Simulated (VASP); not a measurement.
Set up this calculation in VASP 6.6.1, as the native input.

```yaml
Task: single point
Functional: PBE
Potentials_or_basis: VASP PAW PBE potentials, release 64 (Ti_sv, Ta_pv, Ge_d)
Cutoff: 520 eV
k_mesh: 4 × 4 × 4
Occupations: gaussian, width 0.2 eV
Spin: no spin polarisation
Dipole_correction: no
Further_INCAR_settings: ALGO = Normal; EDIFF = 1e-07; NBANDS = 92
```

The structure of TaTi3Ge8 lies in POSCAR:

```
TaTi3Ge8
1.0
   -0.0007614747      0.0007381309      5.0636209090
    4.3450317790     -4.4225568722     -0.0012584444
    4.3397868297      4.4172317957     -0.0000120357
Ti Ta Ge
3 1 8
Direct
   -0.0001417866      0.0000570447      0.0000260508
    0.2527801843      0.4999622200      0.9999988818
    0.7474554277      0.9999396994      0.4999696988
    0.4997943240      0.5000444345      0.5000116056
    0.4999704720      0.8329409276      0.8329738067
   -0.0000690468      0.3326615835      0.3326493540
    0.4999374921      0.1670778924      0.1670410625
   -0.0000557587      0.6673662709      0.6673750062
    0.7532295033      0.6669211324      0.1633349236
    0.2469158630      0.1632682008      0.6669730237
    0.7532519027      0.3330500547      0.8366197768
    0.2469314230      0.8367105392      0.3330268095
```

One way to write it, as run:

INCAR

```
ALGO = Normal ; EDIFF = 1E-7
ENCUT = 520 ; GGA = PE
ISIF = 2 ; ISMEAR = 0
LASPH = T ; LCHARG = F
LREAL = F ; LWAVE = F
NBANDS = 92 ; NELM = 60
PREC = Accurate ; SIGMA = 0.2
```

KPOINTS

```
k-points
0
Gamma
  4 4 4
```

Potentials or basis: VASP PAW PBE potentials, release 64 (Ti_sv, Ta_pv, Ge_d).

The run is started by

```sh
$ cat potpaw_PBE.64/Ti_sv/POTCAR potpaw_PBE.64/Ta_pv/POTCAR potpaw_PBE.64/Ge_d/POTCAR > POTCAR
$ mpirun -np 1 vasp_std > vasp.out
```

It gave:

The pressure is 0.2 GPa, the largest force is 0.022 eV/Å and the band gap on the k mesh is zero (an odd number of electrons rules out a gap without spin polarisation).

Caveat: spin-orbit coupling is left out, which moves the levels of the heavy elements.

Run time: 10 min on 1 thread of Intel(R) Xeon(R) 6975P-C (Granite Rapids) (shared host), peak memory 0.6 GiB.
